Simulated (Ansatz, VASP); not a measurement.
## HfSi5: VASP beside Ansatz

The input INCAR:

```
  ALGO = Normal
  EDIFF = 1E-7
  EDIFFG = -0.01
  ENCUT = 600
  GGA = PE
  IBRION = 2
  ISIF = 3
  ISMEAR = 0
  LASPH = T
  LCHARG = F
  LREAL = F
  LWAVE = F
  NELM = 100
  NSW = 100
  PREC = Accurate
  SIGMA = 0.1
```

File KPOINTS:

```
k-points
0
Gamma
  12 12 10
```

POSCAR

```
HfSi5
1.0
    5.0282710028      0.0000000000      0.0000000000
   -2.5141355014      4.3546104255      0.0000000000
    0.0000000000      0.0000000000      4.2484911584
Hf Si
1 5
Direct
    0.0000000000      0.0000000000      0.0000000000
    0.5000000000      0.0000000000      0.5000000000
    0.5000000000      0.5000000000      0.5000000000
    0.0000000000      0.5000000000      0.5000000000
    0.3333333333      0.6666666667      0.0000000000
    0.6666666667      0.3333333333      0.0000000000
```

Input for Ansatz:

```yaml
crystal:
  lattice:
    - [5.0282710028, 0.0, 0.0]
    - [-2.5141355014, 4.3546104255, 0.0]
    - [0.0, 0.0, 4.2484911584]
  atoms:
    - { symbol: Hf, position: [0.0, 0.0, 0.0] }
    - { symbol: Si, position: [0.5, 0.0, 0.5] }
    - { symbol: Si, position: [0.5, 0.5, 0.5] }
    - { symbol: Si, position: [0.0, 0.5, 0.5] }
    - { symbol: Si, position: [0.3333333333, 0.6666666667, 0.0] }
    - { symbol: Si, position: [0.6666666667, 0.3333333333, 0.0] }
basis:
  ecutwfc: 420
kpoints:
  mp_grid: { grid: [12, 12, 10] }
hamiltonian:
  xc: pbe
scf:
  occupations: { method: gaussian, width: 0.1 }
output:
  forces: true
  stress: true
  eigenvalues: true
  write_density: true
  write_potential: true
  elf: true
  volumetric_format: npy
relax:
  adjacent_minimum: "off"
  f_tol: 0.01
  max_steps: 80
  cell: { stress_tol: 0.05 }
```

Change from the starting cell: species swapped into the YFe5 type (P6/mmm, No. 191).

Alike in both runs: task relaxation of cell and atoms; functional PBE; k mesh 12 × 12 × 10; occupations gaussian, width 0.1 eV; no spin polarisation.

|  | VASP | Ansatz |
| --- | --- | --- |
| version | VASP 6.6.1 | Ansatz 0.2.0 |
| potentials or method | VASP PAW PBE potentials, release 64 (Hf_pv, Si), cutoff 600 eV | scalar-relativistic, plane waves, PAW |
| valence electrons in the cell | 30 | 46 |

|  | VASP | Ansatz | Ansatz less VASP |
| --- | --- | --- | --- |
| gap on the k mesh at the Fermi level, each at its own relaxed structure (eV) | none | none | - |
| relaxed volume (Å³/atom) | 15.50 | 15.54 | +0.040 |
| relaxed length of the cell vector where the two differ most in proportion (Å) | 4.279 | 4.285 | +0.0063 |

A gap of «none» marks a metal or a gap that the smearing closes. VASP's potentials hold 30 valence electrons a cell and Ansatz's 46, so a difference there can come from the potentials and not from the codes.

Spin-orbit coupling is off throughout.
